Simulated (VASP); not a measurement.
# BAs (I-4m2) in VASP: further runs

BAs is run at these levels: LDA; tasks: single point.

All numbers are computed with VASP 6.6.1; they aren't measurements. Logs are shortened: lines on timing, memory, paths and dates and some standing lists are left out, and cuts for length are marked.

**1. The cell of the first run**

Symmetry: I-4m2, No. 119, tetragonal system. The conventional cell has a = 3.513 Å, b = 3.513 Å, c = 4.586 Å, α = 90.00°, β = 90.00°, γ = 90.00°. B (site symmetry -4m2) has 4 As at 2.10 Å within 2.8 Å. As (site symmetry -4m2) has 4 B at 2.10 Å within 2.8 Å.

**2. Single point, LDA (strain +0.040 along x and y, -0.040 along z)**

INCAR reads:

```
ALGO = Normal ; EDIFF = 1E-6
ENCUT = 520 ; GGA = CA
ISIF = 2 ; ISMEAR = 0
LASPH = True ; LCHARG = True
LELF = True ; LREAL = False
LVHAR = True ; LWAVE = False
NBANDS = 11 ; NELM = 100
PREC = Accurate ; SIGMA = 0.05
```

KPOINTS reads:

```
k-points
0
Gamma
  10 10 10
```

POSCAR reads:

```
BAs
1.0
    0.0000000000      2.4840400000      2.2929600000
    2.4840400000      0.0000000000      2.2929600000
    2.4840400000      2.4840400000      0.0000000000
B As
1 1
Direct
    0.0000000000      0.0000000000      0.0000000000
    0.7500000000      0.7500000000      0.7500000000
```

Potentials or basis: VASP PAW LDA potentials, release 64 (B, As).

Started as:

```bash
cat potpaw_LDA.64/B/POTCAR potpaw_LDA.64/As/POTCAR > POTCAR
mpirun -np 1 vasp_std > vasp.out
```

OUTCAR:

```text
EDIFF = 1E-6
   ENCUT = 520
   GGA = CA
   ISIF = 2
   ISMEAR = 0
   LASPH = True
   LREAL = False
   NELM = 100
   PREC = Accurate

 ion  position               nearest neighbor table
   1  0.000  0.000  0.000-   2 2.10   2 2.10   2 2.10   2 2.10
   2  0.750  0.750  0.750-   1 2.10   1 2.10   1 2.10   1 2.10

  LATTYP: Found a body centered tetragonal cell.
 ALAT       =     3.5129630575
 C/A-ratio  =     1.3054279037

  Lattice vectors:

 A1 = (   0.0000000000,  -2.4840400000,  -2.2929600000)
 A2 = (   0.0000000000,   2.4840400000,  -2.2929600000)
 A3 = (   2.4840400000,   0.0000000000,   2.2929600000)

Analysis of symmetry for initial positions (statically):
=====================================================================
 Subroutine PRICEL returns:
 Original cell was already a primitive cell.

 Routine SETGRP: Setting up the symmetry group for a
 body centered tetragonal supercell.

 Subroutine GETGRP returns: Found  8 space group operations
 (whereof  8 operations were pure point group operations)
 out of a pool of 16 trial point group operations.

The static configuration has the point symmetry D_2d.

Analysis of symmetry for dynamics (positions and initial velocities):
=====================================================================
 Subroutine PRICEL returns:
 Original cell was already a primitive cell.

 Routine SETGRP: Setting up the symmetry group for a
 body centered tetragonal supercell.

 Subroutine GETGRP returns: Found  8 space group operations
 (whereof  8 operations were pure point group operations)
 out of a pool of 16 trial point group operations.

The dynamic configuration has the point symmetry D_2d.

 Subroutine INISYM returns: Found  8 space group operations
 (whereof  8 operations are pure point group operations),
 and found     1 'primitive' translations

----------------------------------------------------------------------------------------

                                     Primitive cell

  volume of cell :      28.2972

  direct lattice vectors                    reciprocal lattice vectors
     0.000000000  2.484040000  2.292960000    -0.201285003  0.201285003  0.218058754
     2.484040000  0.000000000  2.292960000     0.201285003 -0.201285003  0.218058754
     2.484040000  2.484040000  0.000000000     0.201285003  0.201285003 -0.218058754

  length of vectors
     3.380550293  3.380550293  3.512963057     0.358581825  0.358581825  0.358581825

  position of ions in fractional coordinates (direct lattice)
     0.000000000  0.000000000  0.000000000
     0.750000000  0.750000000  0.750000000

  ion indices of the primitive-cell ions
   primitive index   ion index
                 1           1
                 2           2

----------------------------------------------------------------------------------------

 KPOINTS: k-points

Automatic generation of k-mesh.
 Grid dimensions read from file:
 generate k-points for:   10   10   10

 Generating k-lattice:

  Cartesian coordinates                     Fractional coordinates (reciprocal lattice)
    -0.020128500  0.020128500  0.021805875     0.100000000  0.000000000  0.000000000
     0.020128500 -0.020128500  0.021805875     0.000000000  0.100000000  0.000000000
     0.020128500  0.020128500 -0.021805875    -0.000000000 -0.000000000  0.100000000

  Length of vectors
     0.035858183  0.035858183  0.035858183

  Shift w.r.t. Gamma in fractional coordinates (k-lattice)
     0.000000000  0.000000000  0.000000000

 Subroutine IBZKPT returns following result:
 ===========================================

 Found    102 irreducible k-points:

 Following reciprocal coordinates:
            Coordinates               Weight
  0.000000  0.000000  0.000000      1.000000
  0.100000  0.000000  0.000000      8.000000
  0.200000  0.000000  0.000000      8.000000
  0.300000 -0.000000  0.000000      8.000000
  0.400000  0.000000  0.000000      8.000000
  0.500000 -0.000000  0.000000      4.000000
[... 16 lines left out ...]
  0.300000  0.300000  0.000000      2.000000
  0.400000  0.300000  0.000000      8.000000
 [... further k-points ...]
   k-points           NKPTS =    102   k-points in BZ     NKDIM =    102   number of bands    NBANDS=     11
   number of dos      NEDOS =    301   number of ions     NIONS =      2
   total plane-waves  NPLWV =  21952
   dimension x,y,z NGX =    28 NGY =   28 NGZ =   28
   dimension x,y,z NGXF=    56 NGYF=   56 NGZF=   56
   ions per type =               1   1
   NGX,Y,Z   is equivalent  to a cutoff of  13.77, 13.77, 13.25 a.u.
   NGXF,Y,Z  is equivalent  to a cutoff of  27.54, 27.54, 26.50 a.u.
 SYSTEM =  unknown system
   PREC   = accura    normal or accurate (medium, high low for compatibility)
   ISTART =      0    job   : 0-new  1-cont  2-samecut
   ICHARG =      2    charge: 1-file 2-atom 10-const
   ISPIN  =      1    spin polarized calculation?
   LNONCOLLINEAR =      F non collinear calculations
   LSORBIT =      F    spin-orbit coupling
   LASPH  =      T    aspherical Exc in radial PAW
   ENCUT  =  520.0 eV  38.22 Ry    6.18 a.u.   6.29  6.29  6.53*2*pi/ulx,y,z
   NELM   =    100;   NELMIN=  2; NELMDL= -5     # of ELM steps
   EDIFF  = 0.1E-05   stopping-criterion for ELM
   LREAL  =      F    real-space projection
   EDIFFG = 0.1E-04   stopping-criterion for IOM
   NSW    =      0    number of steps for IOM
   IBRION =     -1    ionic relax: 0-MD 1-quasi-New 2-CG
   NFREE  =      0    steps in history (QN), initial steepest desc. (CG)
   ISIF   =      2    stress and relaxation
   ISYM   =      2    0-nonsym 1-usesym 2-fastsym
   POTIM  = 0.5000    time-step for ionic-motion
   TEBEG  =    0.0;   TEEND  =   0.0 temperature during run
   PSTRESS=    0.0 pullay stress
   NELECT =       8.0000    total number of electrons
   NUPDOWN=      -1.0000    fix difference up-down
   EMIN   =  10.00;   EMAX   =-10.00  energy-range for DOS
   EFERMI =   0.00;   METHOD = LEGACY
   ISMEAR =     0;   SIGMA  =   0.05  broadening in eV -4-tet -1-fermi 0-gaus
   EFERMI_NEDOS =   21; number of points for ismear=-14 and -15
   IALGO  =     38    algorithm
   IMIX   =      4    mixing-type and parameters
     AMIX     =   0.40;   BMIX     =  1.00
     AMIX_MAG =   1.60;   BMIX_MAG =  1.00
  volume/ion in A,a.u.               =      14.15        95.48
  Fermi-wavevector in a.u.,A,eV,Ry     =   1.074460  2.030435 15.707442  1.154464
  Thomas-Fermi vector in A             =   2.210289
   LORBIT       =      0    0 simple, 1 ext, 2 COOP (PROOUT), +10 PAW based schemes
   GGA     = CA    functional components
   LHFCALC =     F    Hartree Fock is set to
   AEXX    =    0.0000 exact exchange contribution
   IVDW    =     0    specifies the selected vdW correction
   LEPSILON=     F    determine dielectric tensor
   LRPA    =     F    only Hartree local field effects (RPA)
 non-spin polarized calculation
 Gauss-broadening in eV      SIGMA  =   0.05
  energy-cutoff  :      520.00
  volume of cell :       28.30
 maximum number of plane-waves:       789
 NGX is ok and might be reduce to    28
   NGX = 13   NGY = 13   NGZ = 13

 number of electron       7.9999999 magnetization

 Free energy of the ion-electron system (eV)
  ---------------------------------------------------
  ext. energy  EPLUGINS =         0.00000000
  ---------------------------------------------------
  free energy    TOTEN  =       -12.81562005 eV

  energy without entropy =      -12.81555244  energy(sigma->0) =      -12.81558624

 E-fermi :   6.2118     XC(G=0): -10.6339

 val. band max:        6.2036988336   @ k =   0.0000   0.0000   0.0000
 cond. band min:       6.2409833646   @ k =   0.4000   0.4000   0.0000
 fundamental gap:      0.0372845310
 Fermi energy:         6.2118094065

 k-point     1 :       0.0000    0.0000    0.0000
  band No.  band energies     occupation
      1      -9.2942      2.00000
      2       5.5130      2.00000
      3       5.5130      2.00000
      4       6.2037      1.18144
      5       8.6423      0.00000
      6       9.1557      0.00000
      7       9.1557      0.00000
      8       9.8988      0.00000
      9      14.9516      0.00000
     10      17.5807      0.00000
     11      19.0658      0.00000

 k-point     2 :       0.1000    0.0000    0.0000
  band No.  band energies     occupation
      1      -9.1356      2.00000
      2       4.3383      2.00000
      3       5.2073      2.00000
      4       5.7509      2.00000
      5       8.7800      0.00000
      6       9.4064      0.00000
      7       9.5027      0.00000
      8      10.8905      0.00000
      9      15.5631      0.00000
     10      16.7746      0.00000
     11      17.7194      0.00000

 k-point     3 :       0.2000    0.0000    0.0000
  band No.  band energies     occupation
      1      -8.6687      2.00000
      2       2.0840      2.00000
      3       4.6039      2.00000
      4       5.2174      2.00000
      5       8.5740      0.00000
      6      10.0687      0.00000
      7      10.0747      0.00000
      8      12.5714      0.00000
      9      16.2600      0.00000
     10      16.4057      0.00000
     11      17.4738      0.00000

 k-point     4 :       0.3000   -0.0000    0.0000
  band No.  band energies     occupation
      1      -7.9315      2.00000
      2      -0.1226      2.00000
      3       4.0535      2.00000
      4       4.7808      2.00000
      5       8.2591      0.00000
      6      10.2768      0.00000
      7      10.6903      0.00000
      8      13.8985      0.00000
      9      16.3230      0.00000
     10      17.2137      0.00000
     11      17.8530      0.00000
[... 239 lines left out ...]
 k-point    22 :      -0.2000    0.2000    0.0000
  band No.  band energies     occupation
      1      -7.7500      2.00000
      2       0.5946      2.00000
      3       2.2055      2.00000
      4       4.0520      2.00000
      5       8.9430      0.00000
      6      10.8482      0.00000
      7      11.9736      0.00000
      8      12.5395      0.00000
      9      15.2997      0.00000
     10      17.4944      0.00000
     11      19.0962      0.00000

 k-point    23 :       0.3000    0.3000    0.0000
  band No.  band energies     occupation
      1      -7.2671      2.00000
      2       1.0896      2.00000
      3       2.2989      2.00000
      4       2.2989      2.00000
      5       6.4865      0.00000
      6       9.2276      0.00000
      7      13.8611      0.00000
      8      13.8611      0.00000
      9      16.8299      0.00000
     10      19.9276      0.00000
     11      20.6809      0.00000

 k-point    24 :       0.4000    0.3000    0.0000
  band No.  band energies     occupation
      1      -6.5288      2.00000
      2      -0.2606      2.00000
      3       1.7691      2.00000
      4       1.9759      2.00000
      5       6.7564      0.00000
      6       8.7158      0.00000
      7      14.2738      0.00000
      8      14.3850      0.00000
      9      17.7388      0.00000
     10      20.9832      0.00000
     11      21.2936      0.00000

 [... further k-points ...]
[... 5 lines left out ...]
  --------------------------------------------------------------------------------------
  -------------------------------------------------------------------------------------
  Total       -2.2079870     -2.2079870      0.2750869      0.0000000      0.0000000      0.0000000
  in kB     -125.0153798   -125.0153798     15.5753155      0.0000000      0.0000000      0.0000000
  external PRESSURE =     -78.1518147 kB  Pullay stress =       0.0000000 kB

 VOLUME and BASIS-vectors are now :
 -----------------------------------------------------------------------------
  energy-cutoff  :      520.00
  volume of cell :       28.30
      direct lattice vectors                 reciprocal lattice vectors
     0.000000000  2.484040000  2.292960000    -0.201285003  0.201285003  0.218058754
     2.484040000  0.000000000  2.292960000     0.201285003 -0.201285003  0.218058754
     2.484040000  2.484040000  0.000000000     0.201285003  0.201285003 -0.218058754

 POSITION                                       TOTAL-FORCE (eV/Angst)
 -----------------------------------------------------------------------------------
      0.00000      0.00000      0.00000        -0.000000     -0.000000     -0.000000
      3.72606      3.72606      3.43944         0.000000      0.000000      0.000000
 -----------------------------------------------------------------------------------
    total drift:                               -0.000000     -0.000000      0.000000

  FREE ENERGIE OF THE ION-ELECTRON SYSTEM (eV)
  ---------------------------------------------------
  free  energy   TOTEN  =       -12.8156200518 eV

  energy  without entropy=      -12.8155524356  energy(sigma->0) =      -12.81558624
```

Wall time 29 s (1 thread of Intel Xeon Platinum 8259CL at 2.50GHz (Skylake/Cascade Lake), shared host); peak memory 0.16 GiB.

Results:

```
Free energy            : -12.8156 eV
Pressure               : -7.8 GPa
Band gap on the k mesh : 0.04 eV, indirect (least direct gap 2.44 eV)
```

Caveat: the cell differs from its parent crystal (strain +0.040 along x and y, -0.040 along z).

**3. Single point, LDA (strain +0.080 along x and y, -0.080 along z)**

INCAR reads:

```
PREC     = Accurate       # precision mode
ENCUT    = 520            # plane-wave cutoff, eV
EDIFF    = 1E-6           # SCF threshold, eV
ISMEAR   = 0              # smearing method
SIGMA    = 0.05           # smearing width, eV
LREAL    = False          # projectors in reciprocal space
LASPH    = True           # aspherical terms in the spheres
NELM     = 100            # most SCF steps
ALGO     = Normal         # electronic algorithm
ISIF     = 2              # what is computed and relaxed
LWAVE    = False          # write WAVECAR
LCHARG   = False          # write CHGCAR
NBANDS   = 11             # bands
```

KPOINTS reads:

```
regular mesh
0
Gamma
  10 10 10
```

POSCAR reads:

```
BAs
1.0
    0.0000000000      2.5795800000      2.1974200000
    2.5795800000      0.0000000000      2.1974200000
    2.5795800000      2.5795800000      0.0000000000
B As
1 1
Direct
    0.0000000000      0.0000000000      0.0000000000
    0.7500000000      0.7500000000      0.7500000000
```

Potentials or basis: VASP PAW LDA potentials, release 64 (B, As).

Started as:

```bash
cat potpaw_LDA.64/B/POTCAR potpaw_LDA.64/As/POTCAR > POTCAR
mpirun -np 1 vasp_std > vasp.out
```

Wall time 26 s (1 thread of Intel Xeon Platinum 8259CL at 2.50GHz (Skylake/Cascade Lake), shared host); peak memory 0.16 GiB.

It converged, with:

```
Free energy            : -12.5750 eV
Pressure               : -11.5 GPa
Band gap on the k mesh : zero (band 4 reaches 6.23 eV, above the bottom of band 5 at 5.34 eV)
```

Stress tensor (GPa, compression positive):
```
-19.22   0.00   0.00
  0.00 -19.22   0.00
  0.00   0.00   4.00
```

Levels at points of the mesh, in eV from the Fermi level:
```csv
k point,band 1,band 2,band 3,band 4,band 5,band 6,band 7,band 8,band 9
"(0.00, 0.00, 0.00)",-15.05,-0.72,-0.72,0.53,2.33,3.28,3.35,3.35,8.86
"(0.50, 0.00, 0.00)",-12.40,-8.52,-2.75,-1.26,1.26,3.78,5.54,8.52,11.24
"(0.50, 0.50, 0.00)",-10.55,-7.46,-4.94,-4.94,0.02,0.10,10.28,10.28,12.36
"(0.50, 0.00, 0.50)",-11.62,-8.72,-3.60,-3.39,1.78,1.90,8.76,10.00,10.65
```

Caveat: the cell differs from its parent crystal (strain +0.080 along x and y, -0.080 along z).

**4. Single point, LDA (strain +0.000 along x and y, +0.080 along z)**

INCAR: that of step 3 with these lines changed.

```diff
@@ -7,3 +7,3 @@
 LASPH    = True           # aspherical terms in the spheres
-NELM     = 100            # most SCF steps
+NELM     = 80             # most SCF steps
 ALGO     = Normal         # electronic algorithm
```

KPOINTS reads:

```
Automatic mesh
0
Gamma
  10 10 10
```

POSCAR reads:

```
BAs
1.0
    0.0000000000      2.3885000000      2.5795800000
    2.3885000000      0.0000000000      2.5795800000
    2.3885000000      2.3885000000      0.0000000000
B As
1 1
Direct
    0.0000000000      0.0000000000      0.0000000000
    0.7500000000      0.7500000000      0.7500000000
```

Started as:

```bash
cat potpaw_LDA.64/B/POTCAR potpaw_LDA.64/As/POTCAR > POTCAR
mpirun -np 1 vasp_std > vasp.out
```

It took 28 s on 1 thread of Intel Xeon Platinum 8259CL at 2.50GHz (Skylake/Cascade Lake), shared host; peak memory 0.16 GiB.

Results (log left out):

| Property | Result |
| --- | --- |
| Free energy | -12.7405 eV |
| Pressure | -11.8 GPa |
| Band gap on the k mesh | 0.64 eV, indirect (least direct gap 2.77 eV) |

Stress tensor (GPa, compression positive):
```
 -6.39   0.00   0.00
  0.00  -6.39   0.00
  0.00   0.00 -22.76
```

Levels at points of the mesh, in eV from the valence-band top:
```tsv
k point	band 1	band 2	band 3	band 4	band 5	band 6	band 7	band 8	band 9
(0.00, 0.00, 0.00)	-14.96	-0.77	0.00	0.00	2.77	2.77	3.25	3.40	8.76
(0.50, 0.00, 0.00)	-12.36	-8.46	-2.38	-1.49	1.73	4.40	4.67	8.31	11.53
(0.50, 0.50, 0.00)	-11.58	-8.64	-3.55	-3.55	1.75	1.81	10.15	10.15	11.20
(0.50, 0.00, 0.50)	-11.02	-8.07	-4.28	-4.16	0.86	0.98	9.63	10.52	11.72
```

Caveat: the cell differs from its parent crystal (strain +0.000 along x and y, +0.080 along z).

**5. Summary**

| cell | gap on the mesh (eV) | pressure (GPa) |
| --- | --- | --- |
| a = 3.381, b = 3.381, c = 3.513 Å, angles 58.7, 58.7, 62.6°, 2 atoms | 0.04 | -7.8 |
| a = 3.389, b = 3.389, c = 3.648 Å, angles 57.4, 57.4, 65.1°, 2 atoms | none | -11.5 |
| a = 3.516, b = 3.516, c = 3.378 Å, angles 61.3, 61.3, 57.4°, 2 atoms | 0.64 | -11.8 |

Alike in all rows: task single point; level LDA; potentials or basis VASP PAW LDA potentials, release 64 (B, As); no spin polarisation; k mesh 10 × 10 × 10; cutoff (eV) 520; smearing gaussian 0.05 eV.

Absolute energies hang on the potentials; compare differences alone.
